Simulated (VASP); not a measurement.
Here is a VASP 6.6.1 calculation.

INCAR

```
SYSTEM = KIr3
PREC = Accurate ; ENCUT = 600
EDIFF = 1E-7 ; ISMEAR = 0
SIGMA = 0.1 ; LREAL = .FALSE.
LASPH = .TRUE. ; NELM = 80
ALGO = Fast ; ISIF = 3
LWAVE = .FALSE. ; LCHARG = .FALSE.
GGA = PE ; IBRION = 2
NSW = 100 ; EDIFFG = -0.01
```

File KPOINTS:

```
regular mesh
0
G
  12 12 12
  0 0 0
```

The input POSCAR:

```
KIr3
1.0
    4.0715220971      0.0000000000      0.0000000000
    0.0000000000      4.0715220971      0.0000000000
    0.0000000000      0.0000000000      4.0715220971
K Ir
1 3
Direct
    0.0000000000      0.0000000000      0.0000000000
    0.0000000000      0.5000000000      0.5000000000
    0.5000000000      0.0000000000      0.5000000000
    0.5000000000      0.5000000000      0.0000000000
```

Potentials or basis: VASP PAW PBE potentials, release 64 (K_sv, Ir).

Run with:

```bash
$ cat potpaw_PBE.64/K_sv/POTCAR potpaw_PBE.64/Ir/POTCAR > POTCAR
$ mpirun -np 1 vasp_std > vasp.out
```

Question: What does it give for the band gap on the k mesh?

Answer: Zero (band 18 reaches 7.57 eV, above the bottom of band 19 at 5.46 eV).

Question: Predict the relaxed volume.

Answer: 16.92 Å³/atom.

Final structure:
```
K Ir
1.0
     4.07486    0.00000    0.00000
     0.00000    4.07486    0.00000
     0.00000    0.00000    4.07486
K Ir
1 3
Direct
  0.00000 0.00000 0.00000
  0.00000 0.50000 0.50000
  0.50000 0.00000 0.50000
  0.50000 0.50000 0.00000
```

Caveat: spin-orbit coupling is left out, which moves the levels of the heavy elements.
